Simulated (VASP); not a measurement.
SrO, 4 atoms in the cell. The typed cell holds 4 atoms: a = 3.581 Å, b = 3.581 Å, c = 6.203 Å, α = 73.22°, β = 73.22°, γ = 60.00°.  This cell differs from its parent crystal: mode 6 frozen in at -0.091 Å and mode 10 at -0.083 Å (largest displacements).

| Item | Value |
| --- | --- |
| Program | VASP 6.6.1 |
| Task | single point |
| Functional | LDA |
| Potentials or basis | VASP PAW LDA potentials, release 64 (Sr_sv, O) |
| Cutoff | 520 eV |
| k mesh | 9 × 9 × 8 |
| Occupations | gaussian, width 0.05 eV |
| Spin | no spin polarisation |
| Dipole correction | no |
| Further INCAR settings | ALGO = Normal; EDIFF = 1e-06; NBANDS = 24 |

Potentials or basis: VASP PAW LDA potentials, release 64 (Sr_sv, O).

Launch:

```sh
$ cat potpaw_LDA.64/Sr_sv/POTCAR potpaw_LDA.64/O/POTCAR > POTCAR
$ mpirun -np 1 vasp_std > vasp.out
```

Hardware: 1 thread of Intel(R) Xeon(R) Platinum 8488C (Sapphire Rapids) (shared host).

Q: Estimate the wall time of this run.

A: Run time: 6 min on 1 thread of Intel(R) Xeon(R) Platinum 8488C (Sapphire Rapids) (shared host), peak memory 0.5 GiB. Counts: scf iterations 15, k points 325.
